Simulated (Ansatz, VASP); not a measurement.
**LaTiH3 in VASP and in Ansatz**

Contents of INCAR:

```
SYSTEM = LaTiH3
PREC = Accurate
ENCUT = 600
EDIFF = 1E-6
ISMEAR = 0
SIGMA = 0.1
LREAL = .FALSE.
LASPH = .TRUE.
NELM = 60
ALGO = Normal
ISIF = 3
LWAVE = .FALSE.
LCHARG = .FALSE.
GGA = PE
IBRION = 2
NSW = 90
EDIFFG = -0.04
```

The input KPOINTS:

```
regular mesh
0
G
  4 4 4
  0 0 0
```

Contents of POSCAR:

```
LaTiH3
1.0
    3.9548017500      0.0000000000      0.0000000000
    0.0000000000      3.9548017500      0.0000000000
    0.0000000000      0.0000000000      4.3737832600
La Ti H
1 1 3
Direct
    0.0000000000      0.0000000000      0.0000000000
    0.5000000000      0.5000000000      0.0000000000
    0.0000000000      0.5000000000      0.5000000000
    0.5000000000      0.0000000000      0.5000000000
    0.0000000000      0.0000000000      0.5000000000
```

Input for Ansatz:

```yaml
crystal:
  lattice:
    - [3.95480175, 0.0, 0.0]
    - [0.0, 3.95480175, 0.0]
    - [0.0, 0.0, 4.37378326]
  atoms:
    - { symbol: La, position: [0.0, 0.0, 0.0] }
    - { symbol: Ti, position: [0.5, 0.5, 0.0] }
    - { symbol: H, position: [0.0, 0.5, 0.5] }
    - { symbol: H, position: [0.5, 0.0, 0.5] }
    - { symbol: H, position: [0.0, 0.0, 0.5] }
basis:
  ecutwfc: 420
kpoints:
  mp_grid: { grid: [4, 4, 4] }
hamiltonian:
  xc: pbe
scf:
  occupations: { method: gaussian, width: 0.1 }
  lower_state_search: "off"
output:
  forces: true
  stress: true
  eigenvalues: true
relax:
  adjacent_minimum: "off"
  f_tol: 0.04
  max_steps: 70
  cell: { stress_tol: 0.4 }
```

Alike in both runs: task relaxation of cell and atoms; functional PBE; k mesh 4 × 4 × 4; occupations gaussian, width 0.1 eV; no spin polarisation.

|  | VASP | Ansatz |
| --- | --- | --- |
| version | VASP 6.6.1 | Ansatz 0.2.0 |
| potentials or method | VASP PAW PBE potentials, release 64 (La, Ti_sv, H), cutoff 600 eV | scalar-relativistic, plane waves, PAW |
| valence electrons in the cell | 26 | 26 |

```tsv
	VASP	Ansatz	Ansatz less VASP
gap on the k mesh at the Fermi level, each at its own relaxed structure (eV)	none	none	-
relaxed volume (Å³/atom)	14.24	14.20	-0.039
relaxed length of the cell vector where the two differ most in proportion (Å)	4.303	4.295	-0.0088
```

A gap of «none» marks a metal or a gap that the smearing closes.

The k mesh is coarse, so the values compare programs but aren't converged. Neither program's run includes spin-orbit coupling.
